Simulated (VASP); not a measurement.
SiS2, 6 atoms in the cell. It takes space group Ibam (No. 72, orthorhombic). The conventional cell has a = 5.412 Å, b = 9.555 Å, c = 5.528 Å, α = 90.00°, β = 90.00°, γ = 90.00°. Si (site symmetry 222) has 4 S at 2.14 Å and 2 Si at 2.76 Å within 2.8 Å. Within 2.8 Å of S (site symmetry m) lie 2 Si at 2.14 Å. 

* Program: VASP 6.6.1
* Task: relaxation of cell and atoms
* Functional: r2SCAN
* Dispersion: rVV10
* Potentials or basis: VASP PAW PBE potentials, release 64 (Si, S)
* Cutoff: 550 eV
* k mesh: 6 × 6 × 6
* Occupations: fermi-dirac, width 0.02 eV
* Spin: no spin polarisation
* Dipole correction: no
* Further INCAR settings: ALGO = Normal; EDIFF = 1e-07; IBRION = 2; EDIFFG = -0.005; NSW = 80; ISIF = 3

Potentials or basis: VASP PAW PBE potentials, release 64 (Si, S).

Run with:

```console
$ cat potpaw_PBE.64/Si/POTCAR potpaw_PBE.64/S/POTCAR > POTCAR
$ cp INCAR.step1 INCAR
$ mpirun -np 1 vasp_std > vasp.out
$ cp INCAR.step2 INCAR
$ mpirun -np 1 vasp_std > vasp.out
```

Hardware: 1 thread of Intel(R) Xeon(R) 6975P-C (Granite Rapids) (shared host).

Question: Estimate the wall time of this run.

Answer: Run time: 86 min on 1 thread of Intel(R) Xeon(R) 6975P-C (Granite Rapids), with other jobs on the host, peak memory 0.82 GiB. Counts: k points 46, ion steps 13.
